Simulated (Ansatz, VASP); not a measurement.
Two plane-wave programs on ZnCd2S3

```
CELL_PARAMETERS angstrom
-1.98872 1.98872 8.43744
1.98872 -1.98872 8.43744
1.98872 1.98872 -8.43744
ATOMIC_POSITIONS crystal
Zn 0.00000 0.00000 0.00000
Cd 0.66667 0.66667 0.00000
Cd 0.33333 0.33333 0.00000
S 0.75000 0.25000 0.50000
S 0.41667 0.91667 0.50000
S 0.08333 0.58333 0.50000
```

Alike in both runs: task single point; functional PBE; k mesh 6 × 6 × 6; occupations gaussian, width 0.1 eV; no spin polarisation.

|  | VASP | Ansatz |
| --- | --- | --- |
| version | VASP 6.6.1 | Ansatz 0.2.0 |
| potentials or method | VASP PAW PBE potentials, release 64 (Zn, Cd, S), cutoff 520 eV | scalar-relativistic, plane waves, PAW |
| valence electrons in the cell | 54 | 70 |

|  | VASP | Ansatz | Ansatz less VASP |
| --- | --- | --- | --- |
| gap on the k mesh at the Fermi level (eV) | 1.44 | 1.43 | -0.008 |
| least direct gap on the mesh (eV) | 1.44 | 1.43 | -0.008 |
| pressure (GPa) | 6.5 | 6.1 | -0.41 |
| rms of the force components (eV/Å) | 0.540 | 0.525 | -0.0152 |

Atom by atom the forces differ by 0.015 eV/Å (rms over components). The functional is the same, so the differences come from potentials, cutoffs and numerics. VASP's potentials hold 54 valence electrons a cell and Ansatz's 70, so a difference there can come from the potentials and not from the codes.
